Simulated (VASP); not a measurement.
# ZrB2 in VASP: further runs, part 2 of 2

VASP 6.6.1. The steps go on from the part before.

## Step 6: Single point, PBE

INCAR reads:

```
  PREC = Accurate
  ENCUT = 520
  EDIFF = 1E-6
  ISMEAR = -1
  SIGMA = 0.05
  LREAL = False
  LASPH = True
  NELM = 100
  ALGO = Normal
  ISIF = 2
  LWAVE = False
  LCHARG = False
  GGA = PE
  NBANDS = 16
```

KPOINTS reads:

```
regular mesh
0
Gamma
  10 10 8
```

POSCAR reads:

```
ZrB2
1.0
    3.1700000000      0.0000000000      0.0000000000
   -1.5850000000      2.7453005300      0.0000000000
    0.0000000000      0.0000000000      3.5330000000
Zr B
1 2
Direct
    0.0000000000      0.0000000000      0.0000000000
    0.3424398045      0.6848796089      0.5000000000
    0.6666666667      0.3333333333      0.5000000000
```

Potentials or basis: VASP PAW PBE potentials, release 64 (Zr_sv, B).

Command:

```console
> cat potpaw_PBE.64/Zr_sv/POTCAR potpaw_PBE.64/B/POTCAR > POTCAR
> mpirun -np 1 vasp_std > vasp.out
```

OUTCAR:

```text
PREC = Accurate
   ENCUT = 520
   EDIFF = 1E-6
   ISMEAR = -1
   LREAL = False
   LASPH = True
   NELM = 100
   ISIF = 2
   GGA = PE

 ion  position               nearest neighbor table
   1  0.000  0.000  0.000-   2 2.53   2 2.53   2 2.53   2 2.53   3 2.54   3 2.54   3 2.54   3 2.54
                             3 2.54   3 2.54   2 2.58   2 2.58
   2  0.342  0.685  0.500-   3 1.78   3 1.86   3 1.86   1 2.53   1 2.53   1 2.53   1 2.53   1 2.58
                             1 2.58
   3  0.667  0.333  0.500-   2 1.78   2 1.86   2 1.86   1 2.54   1 2.54   1 2.54   1 2.54   1 2.54
                             1 2.54

  LATTYP: Found a hexagonal cell.
 ALAT       =     3.1700000000
 C/A-ratio  =     1.1145110410

  Lattice vectors:

 A1 = (   3.1700000000,   0.0000000000,   0.0000000000)
 A2 = (  -1.5850000000,   2.7453005300,   0.0000000000)
 A3 = (   0.0000000000,   0.0000000000,   3.5330000000)

Analysis of symmetry for initial positions (statically):
=====================================================================
 Subroutine PRICEL returns:
 Original cell was already a primitive cell.

 Routine SETGRP: Setting up the symmetry group for a
 hexagonal supercell.
[... 171 lines left out ...]
 cond. band min:      10.4555605271   @ k =   0.2000   0.2000   0.1250
 fundamental gap:      0.0450191626
 Fermi energy:        10.4466430811

 k-point     1 :       0.0000    0.0000    0.0000
  band No.  band energies     occupation
      1     -38.1093      2.00000
      2     -16.2921      2.00000
      3     -15.7545      2.00000
      4     -15.7355      2.00000
      5      -2.2038      2.00000
      6       7.6951      2.00000
[... 433 lines left out ...]
      3     -16.1530      2.00000
      4     -15.9982      2.00000
      5      -0.0557      2.00000
      6       4.6239      2.00000
[... 8 lines left out ...]
     15      17.7868      0.00000
     16      19.8864      0.00000

 [... further k-points ...]

------------------------ aborting loop because EDIFF is reached ----------------------------------------

  FORCE on cell =-STRESS in cart. coord.  units (eV):
  Direction    XX          YY          ZZ          XY          YZ          ZX
  --------------------------------------------------------------------------------------
  -------------------------------------------------------------------------------------
  Total        0.2354595      0.0980729      0.3398854      0.0000000      0.0000000      0.0000000
  in kB       12.2697041      5.1105388     17.7112956      0.0000000      0.0000000      0.0000000
  external PRESSURE =      11.6971795 kB  Pullay stress =       0.0000000 kB

 VOLUME and BASIS-vectors are now :
 -----------------------------------------------------------------------------
  energy-cutoff  :      520.00
  volume of cell :       30.75
      direct lattice vectors                 reciprocal lattice vectors
     3.170000000  0.000000000  0.000000000     0.315457413  0.182129422  0.000000000
    -1.585000000  2.745300530  0.000000000     0.000000000  0.364258845  0.000000000
     0.000000000  0.000000000  3.533000000     0.000000000  0.000000000  0.283045570

 POSITION                                       TOTAL-FORCE (eV/Angst)
 -----------------------------------------------------------------------------------
      0.00000      0.00000      0.00000        -0.000000      0.318929      0.000000
      0.00000      1.88020      1.76650         0.000000     -0.783034      0.000000
      1.58500      0.91510      1.76650        -0.000000      0.464104      0.000000
 -----------------------------------------------------------------------------------
    total drift:                                0.000000      0.000030      0.000000

  FREE ENERGIE OF THE ION-ELECTRON SYSTEM (eV)
  ---------------------------------------------------
  free  energy   TOTEN  =       -24.9565189661 eV

  energy  without entropy=      -24.9537322323  energy(sigma->0) =      -24.95512560
```

OSZICAR:

```text
N       E                     dE             d eps       ncg     rms          rms(c)
DAV:   1     0.102370918890E+03    0.10237E+03   -0.97070E+03  4960   0.112E+03
DAV:   2    -0.234344225741E+02   -0.12581E+03   -0.12073E+03  6536   0.290E+02
DAV:   3    -0.275894509859E+02   -0.41550E+01   -0.41392E+01  7680   0.452E+01
DAV:   4    -0.276427547257E+02   -0.53304E-01   -0.53294E-01  5968   0.479E+00
DAV:   5    -0.276438940043E+02   -0.11393E-02   -0.11393E-02  7592   0.471E-01    0.215E+01
DAV:   6    -0.250007793721E+02    0.26431E+01   -0.59042E+00  6424   0.162E+01    0.866E+00
DAV:   7    -0.249575621229E+02    0.43217E-01   -0.62872E-01  6928   0.495E+00    0.317E+00
DAV:   8    -0.249610140601E+02   -0.34519E-02   -0.98246E-02  5952   0.251E+00    0.409E-01
DAV:   9    -0.249568325123E+02    0.41815E-02   -0.20828E-02  6216   0.106E+00    0.215E-01
DAV:  10    -0.249565110222E+02    0.32149E-03   -0.16845E-03  5864   0.374E-01    0.361E-02
DAV:  11    -0.249565211785E+02   -0.10156E-04   -0.62746E-05  6552   0.748E-02    0.113E-02
DAV:  12    -0.249565189181E+02    0.22604E-05   -0.28112E-06  5816   0.139E-02    0.572E-03
DAV:  13    -0.249565189661E+02   -0.48014E-07   -0.26002E-07  3088   0.488E-03
   1 F= -.24956519E+02 E0= -.24955126E+02  d E =-.278673E-02
```

stdout:

```text
POSCAR found type information on POSCAR ZrB
 POSCAR found :  2 types and       3 ions
 scaLAPACK will be used
 LDA part: xc-table for (Slater+PW92), standard interpolation
 POSCAR, INCAR and KPOINTS ok, starting setup
 FFT: planning ... GRIDC
 FFT: planning ... GRID_SOFT
 FFT: planning ... GRID
 WAVECAR not read
 entering main loop
```

Run time: 29 s. Hardware: 1 thread of Intel Xeon Platinum 8488C (Sapphire Rapids), shared host; peak memory 0.2 GiB.

What came out:

```yaml
Free_energy: -24.9565 eV
Pressure: 1.2 GPa
Largest_force: 0.783 eV/Å
Band_gap_on_the_k_mesh: zero (bands 9 and 10 overlap by 0.63 eV)
```

Forces in eV/Å, atoms in the order of the input:
```
Zr   0.000  0.319  0.000
B    0.000 -0.783  0.000
B    0.000  0.464  0.000
```

## Step 7: Overview

| cell | gap on the mesh (eV) | pressure (GPa) | largest force (eV/Å) |
| --- | --- | --- | --- |
| as given, atomic positions A | none | 0.9 | - |
| as given, atomic positions B | none | 1.2 | 0.72 |
| as given, atomic positions C | none | 1.0 | 0.37 |
| as given, atomic positions D | none | 1.0 | 0.38 |
| as given, atomic positions E | none | 1.2 | 0.78 |

Alike in all rows: task single point; level PBE; potentials or basis VASP PAW PBE potentials, release 64 (Zr_sv, B); no spin polarisation; k mesh 10 × 10 × 8; cutoff (eV) 520; smearing fermi-dirac 0.05 eV.

Total energies depend on the potentials used, so only differences within one code and one set of settings carry meaning.
